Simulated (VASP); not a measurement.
# CdSe (P6_3mc) in VASP: notebook

CdSe is run at these levels: PBEsol, PBE; tasks: single point.

Everything below comes from runs of VASP 6.6.1. Logs are shortened: lines on timing, memory, paths and dates and some standing lists are left out, and cuts for length are marked.

## 1. The cell of the first run

The structure is hexagonal, space group P6_3mc (No. 186). The conventional cell has a = 4.242 Å, b = 4.242 Å, c = 6.925 Å, α = 90.00°, β = 90.00°, γ = 120.00°. Within 3.4 Å of Cd (site symmetry 3m) lie 4 Se at 2.58 to 2.67 Å. Within 3.4 Å of Se (site symmetry 3m) lie 4 Cd at 2.58 to 2.67 Å.

## 2. Single point, PBEsol (26.98 Å³/atom)

Contents of INCAR:

```
SYSTEM = CdSe
ALGO     = Normal         ! electronic algorithm
EDIFF    = 1E-6           ! SCF threshold, eV
ENCUT    = 520            ! plane-wave cutoff, eV
GGA      = PS             ! functional
ISIF     = 2              ! what is computed and relaxed
ISMEAR   = -1             ! smearing method
LASPH    = .True.         ! aspherical terms in the spheres
LCHARG   = .False.        ! write CHGCAR
LREAL    = .False.        ! projectors in reciprocal space
LWAVE    = .False.        ! write WAVECAR
NBANDS   = 26             ! bands
NELM     = 80             ! most SCF steps
PREC     = Accurate       ! precision mode
SIGMA    = 0.05           ! smearing width, eV
```

Contents of KPOINTS:

```
k-points
0
Gamma
  7 7 4
  0 0 0
```

Contents of POSCAR:

```
CdSe
1.0
    4.2418847678      0.0000000000      0.0000000000
   -2.1209423839      3.6735799689      0.0000000000
    0.0000000000      0.0000000000      6.9251235047
Cd Se
2 2
Direct
    0.6666666667      0.3333333333      0.5000000000
    0.3333333333      0.6666666667      0.0000000000
    0.6666666667      0.3333333333      0.8850000000
    0.3333333333      0.6666666667      0.3850000000
```

Potentials or basis: VASP PAW PBE potentials, release 64 (Cd, Se).

On the command line:

```sh
$ cat potpaw_PBE.64/Cd/POTCAR potpaw_PBE.64/Se/POTCAR > POTCAR
$ mpirun -np 1 vasp_std > vasp.out
```

OUTCAR:

```text
SYSTEM = CdSe
   EDIFF = 1E-6
   ENCUT = 520
   GGA = PS
   ISIF = 2
   ISMEAR = -1
   LASPH = .True.
   LREAL = .False.
   NELM = 80
   PREC = Accurate

 ion  position               nearest neighbor table
   1  0.667  0.333  0.500-   4 2.58   4 2.58   4 2.58   3 2.67
   2  0.333  0.667  0.000-   3 2.58   3 2.58   3 2.58   4 2.67
   3  0.667  0.333  0.885-   2 2.58   2 2.58   2 2.58   1 2.67
   4  0.333  0.667  0.385-   1 2.58   1 2.58   1 2.58   2 2.67

  LATTYP: Found a hexagonal cell.
 ALAT       =     4.2418847678
 C/A-ratio  =     1.6325581395

  Lattice vectors:

 A1 = (   4.2418847678,   0.0000000000,   0.0000000000)
 A2 = (  -2.1209423839,   3.6735799689,   0.0000000000)
 A3 = (   0.0000000000,   0.0000000000,   6.9251235047)

Analysis of symmetry for initial positions (statically):
=====================================================================
 Subroutine PRICEL returns:
 Original cell was already a primitive cell.

 Routine SETGRP: Setting up the symmetry group for a
 hexagonal supercell.

 Subroutine GETGRP returns: Found 12 space group operations
 (whereof  6 operations were pure point group operations)
 out of a pool of 24 trial point group operations.

The static configuration has the point symmetry C_3v.
 The point group associated with its full space group is C_6v.

Analysis of symmetry for dynamics (positions and initial velocities):
=====================================================================
 Subroutine PRICEL returns:
 Original cell was already a primitive cell.

 Routine SETGRP: Setting up the symmetry group for a
 hexagonal supercell.

 Subroutine GETGRP returns: Found 12 space group operations
 (whereof  6 operations were pure point group operations)
 out of a pool of 24 trial point group operations.

The dynamic configuration has the point symmetry C_3v.
 The point group associated with its full space group is C_6v.

 Subroutine INISYM returns: Found 12 space group operations
 (whereof  6 operations are pure point group operations),
 and found     1 'primitive' translations

----------------------------------------------------------------------------------------

                                     Primitive cell

  volume of cell :     107.9135

  direct lattice vectors                    reciprocal lattice vectors
     4.241884768  0.000000000  0.000000000     0.235744263  0.136107014  0.000000000
    -2.120942384  3.673579969  0.000000000     0.000000000  0.272214028  0.000000000
     0.000000000  0.000000000  6.925123505     0.000000000  0.000000000  0.144401757

  length of vectors
     4.241884768  4.241884768  6.925123505     0.272214028  0.272214028  0.144401757

  position of ions in fractional coordinates (direct lattice)
     0.666666667  0.333333333  0.500000000
     0.333333333  0.666666667  0.000000000
     0.666666667  0.333333333  0.885000000
     0.333333333  0.666666667  0.385000000

  ion indices of the primitive-cell ions
   primitive index   ion index
                 1           1
                 2           2
                 3           3
                 4           4

----------------------------------------------------------------------------------------

 KPOINTS: k-points

Automatic generation of k-mesh.
 Grid dimensions read from file:
 generate k-points for:    7    7    4

 Generating k-lattice:

  Cartesian coordinates                     Fractional coordinates (reciprocal lattice)
     0.033677752  0.019443859  0.000000000     0.142857143  0.000000000  0.000000000
     0.000000000  0.038887718  0.000000000     0.000000000  0.142857143  0.000000000
     0.000000000  0.000000000  0.036100439     0.000000000  0.000000000  0.250000000

  Length of vectors
     0.038887718  0.038887718  0.036100439

  Shift w.r.t. Gamma in fractional coordinates (k-lattice)
     0.000000000  0.000000000  0.000000000

 Subroutine IBZKPT returns following result:
 ===========================================

 Found     24 irreducible k-points:

 Following reciprocal coordinates:
            Coordinates               Weight
  0.000000  0.000000  0.000000      1.000000
  0.142857 -0.000000  0.000000      6.000000
  0.285714  0.000000  0.000000      6.000000
  0.428571  0.000000  0.000000      6.000000
  0.142857  0.142857  0.000000      6.000000
  0.285714  0.142857  0.000000     12.000000
[... 16 lines left out ...]
  0.428571  0.142857  0.500000      6.000000
  0.285714  0.285714  0.500000      6.000000
   k-points           NKPTS =     24   k-points in BZ     NKDIM =     24   number of bands    NBANDS=     26
   number of dos      NEDOS =    301   number of ions     NIONS =      4
   total plane-waves  NPLWV =  55296
   dimension x,y,z NGX =    32 NGY =   32 NGZ =   54
   dimension x,y,z NGXF=    64 NGYF=   64 NGZF=  108
   ions per type =               2   2
   NGX,Y,Z   is equivalent  to a cutoff of  12.54, 12.54, 12.96 a.u.
   NGXF,Y,Z  is equivalent  to a cutoff of  25.08, 25.08, 25.93 a.u.
 SYSTEM =  CdSe
   PREC   = accura    normal or accurate (medium, high low for compatibility)
   ISTART =      0    job   : 0-new  1-cont  2-samecut
   ICHARG =      2    charge: 1-file 2-atom 10-const
   ISPIN  =      1    spin polarized calculation?
   LNONCOLLINEAR =      F non collinear calculations
   LSORBIT =      F    spin-orbit coupling
   LASPH  =      T    aspherical Exc in radial PAW
   ENCUT  =  520.0 eV  38.22 Ry    6.18 a.u.   7.89  7.89 12.88*2*pi/ulx,y,z
   NELM   =     80;   NELMIN=  2; NELMDL= -5     # of ELM steps
   EDIFF  = 0.1E-05   stopping-criterion for ELM
   LREAL  =      F    real-space projection
   EDIFFG = 0.1E-04   stopping-criterion for IOM
   NSW    =      0    number of steps for IOM
   IBRION =     -1    ionic relax: 0-MD 1-quasi-New 2-CG
   NFREE  =      0    steps in history (QN), initial steepest desc. (CG)
   ISIF   =      2    stress and relaxation
   ISYM   =      2    0-nonsym 1-usesym 2-fastsym
   POTIM  = 0.5000    time-step for ionic-motion
   TEBEG  =    0.0;   TEEND  =   0.0 temperature during run
   PSTRESS=    0.0 pullay stress
   NELECT =      36.0000    total number of electrons
   NUPDOWN=      -1.0000    fix difference up-down
   EMIN   =  10.00;   EMAX   =-10.00  energy-range for DOS
   EFERMI =   0.00;   METHOD = LEGACY
   ISMEAR =    -1;   SIGMA  =   0.05  broadening in eV -4-tet -1-fermi 0-gaus
   EFERMI_NEDOS =   21; number of points for ismear=-14 and -15
   IALGO  =     38    algorithm
   IMIX   =      4    mixing-type and parameters
     AMIX     =   0.40;   BMIX     =  1.00
     AMIX_MAG =   1.60;   BMIX_MAG =  1.00
  volume/ion in A,a.u.               =      26.98       182.06
  Fermi-wavevector in a.u.,A,eV,Ry     =   1.135404  2.145602 17.539841  1.289142
  Thomas-Fermi vector in A             =   2.272109
   LORBIT       =      0    0 simple, 1 ext, 2 COOP (PROOUT), +10 PAW based schemes
   GGA     = PS    functional components
   LHFCALC =     F    Hartree Fock is set to
   AEXX    =    0.0000 exact exchange contribution
   IVDW    =     0    specifies the selected vdW correction
   LEPSILON=     F    determine dielectric tensor
   LRPA    =     F    only Hartree local field effects (RPA)
 non-spin polarized calculation
  energy-cutoff  :      520.00
  volume of cell :      107.91
 maximum number of plane-waves:      2922
 NGX is ok and might be reduce to    32
   NGX = 15   NGY = 15   NGZ = 25

 number of electron      35.9999997 magnetization

 Free energy of the ion-electron system (eV)
  ---------------------------------------------------
  ext. energy  EPLUGINS =         0.00000000
  ---------------------------------------------------
  free energy    TOTEN  =       -12.28365680 eV

  energy without entropy =      -12.28363706  energy(sigma->0) =      -12.28364693

 E-fermi :   1.5049     XC(G=0):  -9.2815

 val. band max:        1.1436190957   @ k =   0.0000   0.0000   0.0000
 cond. band min:       1.8060377606   @ k =   0.0000   0.0000   0.0000
 fundamental gap:      0.6624186648
 Fermi energy:         1.5049058673

 k-point     1 :       0.0000    0.0000    0.0000
  band No.  band energies     occupation
      1     -11.7254      2.00000
      2     -11.3142      2.00000
      3      -6.9269      2.00000
      4      -6.9269      2.00000
      5      -6.8649      2.00000
      6      -6.8649      2.00000
[... 18 lines left out ...]
     25       8.1019      0.00000
     26       8.8875      0.00000

 k-point     2 :       0.1429   -0.0000    0.0000
  band No.  band energies     occupation
      1     -11.6549      2.00000
      2     -11.2801      2.00000
      3      -6.8971      2.00000
      4      -6.8888      2.00000
      5      -6.8341      2.00000
      6      -6.8272      2.00000
[... 18 lines left out ...]
     25       8.4575      0.00000
     26       8.6180      0.00000

 k-point     3 :       0.2857    0.0000    0.0000
  band No.  band energies     occupation
      1     -11.4860      2.00000
      2     -11.2109      2.00000
      3      -6.8375      2.00000
      4      -6.8249      2.00000
      5      -6.7413      2.00000
      6      -6.7164      2.00000
[... 18 lines left out ...]
     25       8.7739      0.00000
     26       9.1677      0.00000

 k-point     4 :       0.4286    0.0000    0.0000
  band No.  band energies     occupation
      1     -11.3301      2.00000
      2     -11.1734      2.00000
      3      -6.8025      2.00000
      4      -6.8012      2.00000
      5      -6.6735      2.00000
      6      -6.6248      2.00000
[... 18 lines left out ...]
     25       9.0455      0.00000
     26      10.3983      0.00000

 k-point     5 :       0.1429    0.1429    0.0000
  band No.  band energies     occupation
      1     -11.5348      2.00000
      2     -11.2287      2.00000
      3      -6.8570      2.00000
      4      -6.8311      2.00000
      5      -6.7705      2.00000
      6      -6.7549      2.00000
[... 18 lines left out ...]
     25       8.9156      0.00000
     26       9.0939      0.00000

 k-point     6 :       0.2857    0.1429    0.0000
  band No.  band energies     occupation
      1     -11.3689      2.00000
      2     -11.1790      2.00000
      3      -6.8231      2.00000
      4      -6.7791      2.00000
      5      -6.6941      2.00000
      6      -6.6664      2.00000
[... 427 lines left out ...]
 k-point    21 :       0.1429    0.1429    0.5000
  band No.  band energies     occupation
      1     -11.3769      2.00000
      2     -11.3769      2.00000
      3      -6.8203      2.00000
      4      -6.8203      2.00000
      5      -6.7949      2.00000
      6      -6.7949      2.00000
[... 18 lines left out ...]
     25       8.5635      0.00000
     26       8.5635      0.00000

 k-point    22 :       0.2857    0.1429    0.5000
  band No.  band energies     occupation
      1     -11.2663      2.00000
      2     -11.2663      2.00000
      3      -6.7660      2.00000
      4      -6.7660      2.00000
      5      -6.7375      2.00000
      6      -6.7375      2.00000
[... 18 lines left out ...]
     25       8.8713      0.00000
     26       8.8713      0.00000

 k-point    23 :       0.4286    0.1429    0.5000
  band No.  band energies     occupation
      1     -11.2171      2.00000
      2     -11.2171      2.00000
      3      -6.7469      2.00000
      4      -6.7469      2.00000
      5      -6.7265      2.00000
      6      -6.7265      2.00000
[... 18 lines left out ...]
     25       9.5827      0.00000
     26       9.5827      0.00000

 k-point    24 :       0.2857    0.2857    0.5000
  band No.  band energies     occupation
      1     -11.2059      2.00000
      2     -11.2059      2.00000
      3      -6.7352      2.00000
      4      -6.7352      2.00000
      5      -6.7135      2.00000
      6      -6.7135      2.00000
[... 18 lines left out ...]
     25       9.1796      0.00000
     26       9.1796      0.00000

------------------------ aborting loop because EDIFF is reached ----------------------------------------

  FORCE on cell =-STRESS in cart. coord.  units (eV):
  Direction    XX          YY          ZZ          XY          YZ          ZX
  --------------------------------------------------------------------------------------
  -------------------------------------------------------------------------------------
  Total        2.5155620      2.5155620      0.8643504      0.0000000      0.0000000      0.0000000
  in kB       37.3482045     37.3482045     12.8328918      0.0000000      0.0000000      0.0000000
  external PRESSURE =      29.1764336 kB  Pullay stress =       0.0000000 kB

 VOLUME and BASIS-vectors are now :
 -----------------------------------------------------------------------------
  energy-cutoff  :      520.00
  volume of cell :      107.91
      direct lattice vectors                 reciprocal lattice vectors
     4.241884768  0.000000000  0.000000000     0.235744263  0.136107014  0.000000000
    -2.120942384  3.673579969  0.000000000     0.000000000  0.272214028  0.000000000
     0.000000000  0.000000000  6.925123505     0.000000000  0.000000000  0.144401757

 POSITION                                       TOTAL-FORCE (eV/Angst)
 -----------------------------------------------------------------------------------
      2.12094      1.22453      3.46256         0.000000     -0.000000      0.319236
     -0.00000      2.44905      0.00000        -0.000000      0.000000      0.319236
      2.12094      1.22453      6.12873         0.000000     -0.000000     -0.319236
     -0.00000      2.44905      2.66617        -0.000000      0.000000     -0.319236
 -----------------------------------------------------------------------------------
    total drift:                               -0.000000      0.000000      0.000047

  FREE ENERGIE OF THE ION-ELECTRON SYSTEM (eV)
  ---------------------------------------------------
  free  energy   TOTEN  =       -12.2836568000 eV

  energy  without entropy=      -12.2836370584  energy(sigma->0) =      -12.28364693
```

It took 1.7 min on 1 thread of Intel Xeon 8259CL, shared host; peak memory 0.25 GiB.

What came out:

| Quantity | Value |
| --- | --- |
| Free energy | -12.2837 eV |
| Pressure | 2.9 GPa |
| Largest force | 0.319 eV/Å |
| Band gap on the k mesh | 0.66 eV |

Forces on the atoms (eV/Å):
```
Cd   0.000  0.000  0.319
Cd   0.000  0.000  0.319
Se   0.000  0.000 -0.319
Se   0.000  0.000 -0.319
```

Stress tensor (GPa, compression positive):
```
3.73 0.00 0.00
0.00 3.73 0.00
0.00 0.00 1.28
```

Caveat: semilocal functionals underestimate gaps, and a narrow one can read as zero; the PAW data sets were made with another functional, which shifts forces and pressure a little.

(Part 1 of 2 ends here.)
